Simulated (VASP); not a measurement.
Pt: relaxation of cell and atoms with PBE

The system is Pt.

```xyz
2
Lattice="2.7585 0.0000 0.0000 -1.3793 2.3890 0.0000 0.0000 0.0000 4.7814" Properties=species:S:1:pos:R:3 pbc="T T T"
Pt    1.3793    0.7963    3.5860
Pt    0.0000    1.5926    1.1953
```

This isn't the form of Pt at room conditions, which is fcc.

```json
{
 "Program": "VASP 6.6.1",
 "Task": "relaxation of cell and atoms",
 "Functional": "PBE",
 "Potentials or basis": "VASP PAW PBE potentials, release 64 (Pt)",
 "Cutoff": "600 eV",
 "k mesh": "18 × 18 × 10",
 "Occupations": "fermi-dirac, width 0.15 eV",
 "Spin": "no spin polarisation",
 "Dipole correction": "no",
 "Further INCAR settings": "ALGO = Fast; EDIFF = 1e-07; IBRION = 2; EDIFFG = -0.001; NSW = 80; ISIF = 3"
}
```

| Item | Value |
| --- | --- |
| Relaxed volume | 15.77 Å³/atom |
| Relaxed cell | a = 2.773 Å, b = 2.773 Å, c = 4.734 Å, α = 90.00°, β = 90.00°, γ = 120.00° |
| Space group after relaxing (to 0.1 Å) | P6_3/mmc (No. 194) |
| Energy gained by relaxing | 1.4 meV/atom |
| Ionic steps | 15 |
| Pressure after relaxing | 0.0 GPa |
| Band gap on the k mesh | zero (bands 10 and 11 overlap by 1.27 eV) |

Step by step:
| step | energy change (eV) | largest force (eV/Å) | pressure (GPa) | volume (Å³) |
| --- | --- | --- | --- | --- |
| 1 | 0.0000 | 0.0000 | 0.48 | 31.51 |
| 2 | -0.0019 | 0.0000 | -1.35 | 31.72 |
| 3 | -0.0021 | 0.0000 | -0.98 | 31.68 |
| 4 | -0.0018 | 0.0000 | 1.25 | 31.37 |
| 5 | -0.0027 | 0.0000 | 0.02 | 31.54 |
| 6 | -0.0027 | 0.0000 | 0.01 | 31.54 |
| 7 | -0.0027 | 0.0000 | -0.01 | 31.54 |
| 8 | -0.0027 | 0.0000 | -0.02 | 31.54 |
| 9 | -0.0027 | 0.0000 | -0.02 | 31.54 |
| 10 | -0.0027 | 0.0000 | -0.01 | 31.54 |
| 11 | -0.0027 | 0.0000 | -0.01 | 31.54 |
| 12 | -0.0027 | 0.0000 | -0.01 | 31.54 |
| 13 | -0.0027 | 0.0000 | -0.01 | 31.54 |
| 14 | -0.0027 | 0.0000 | -0.01 | 31.54 |
| 15 | -0.0027 | 0.0000 | 0.00 | 31.54 |

Final structure:
```yaml
crystal:
  lattice:
    - [2.77344, 0.00000, 0.00000]
    - [-1.38672, 2.40187, 0.00000]
    - [0.00000, 0.00000, 4.73443]
  atoms:
    - { symbol: Pt, position: [0.66667, 0.33333, 0.75000] }
    - { symbol: Pt, position: [0.33333, 0.66667, 0.25000] }
```

Levels at points of the mesh, in eV from the Fermi level:
```csv
k point,band 8,band 9,band 10,band 11,band 12,band 13
"(0.00, 0.00, 0.00)",-1.95,-1.95,-0.64,-0.27,-0.27,4.87
"(0.50, 0.00, 0.00)",0.01,0.20,0.42,2.21,3.67,7.30
"(0.00, 0.00, 0.50)",-3.44,-0.85,-0.85,-0.85,-0.85,12.25
"(0.50, 0.00, 0.50)",-0.88,0.33,0.33,1.68,1.68,6.38
```

Run time: 11 min on 1 thread of Intel Xeon 8259CL (shared host), peak memory 0.25 GiB.

Caveat: spin-orbit coupling is left out, which moves the levels of the heavy elements.
